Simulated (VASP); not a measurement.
A run of VASP 6.6.1:

Contents of INCAR:

```
SYSTEM = CuO
PREC     = Accurate       ! precision mode
ENCUT    = 520            ! plane-wave cutoff, eV
EDIFF    = 1E-7           ! SCF threshold, eV
ISMEAR   = 0              ! smearing method
SIGMA    = 0.05           ! smearing width, eV
LREAL    = .False.        ! projectors in reciprocal space
LASPH    = .True.         ! aspherical terms in the spheres
NELM     = 150            ! most SCF steps
ALGO     = Normal         ! electronic algorithm
ISIF     = 2              ! what is computed and relaxed
LWAVE    = .False.        ! write WAVECAR
LCHARG   = .False.        ! write CHGCAR
ISPIN    = 2              ! spin polarisation
MAGMOM   = 1 -1 0 0       ! initial moments
LORBIT   = 11             ! projections on sites
LMAXMIX  = 4              ! l up to which the mixer works
LDAU     = .True.         ! DFT+U
LDAUTYPE = 2            
LDAUL    = 2 -1           ! shell
LDAUU    = 8 0            ! U, eV
LDAUJ    = 0 0          
LDAUPRINT= 1            
GGA      = PE             ! functional
NBANDS   = 29             ! bands
```

Contents of KPOINTS:

```
Automatic mesh
0
Gamma
  7 7 4
  0 0 0
```

The input POSCAR:

```
CuO
1.0
    3.1795331000      0.0000000000      0.0000000000
   -1.5897665500      2.7535564400      0.0000000000
    0.0000000000      0.0000000000      4.4314907300
Cu O
2 2
Direct
    0.0000000000      0.0000000000      0.0000000000
    0.0000000000      0.0000000000      0.5000000000
    0.3333333333      0.6666666667      0.2500000000
    0.6666666667      0.3333333333      0.7500000000
```

Potentials or basis: VASP PAW PBE potentials, release 64 (Cu, O).

Run with:

```sh
$ cat potpaw_PBE.64/Cu/POTCAR potpaw_PBE.64/O/POTCAR > POTCAR
$ mpirun -np 1 vasp_std > vasp.out
```

Hardware: 1 thread of Intel Xeon 8259CL, on a shared host.

**Question.** Estimate the wall time of this run.

**Answer.** Wall time 3.2 min on 1 thread of Intel Xeon 8259CL, on a shared host, peak memory 0.19 GiB. Counts: scf iterations 32, k points 24.
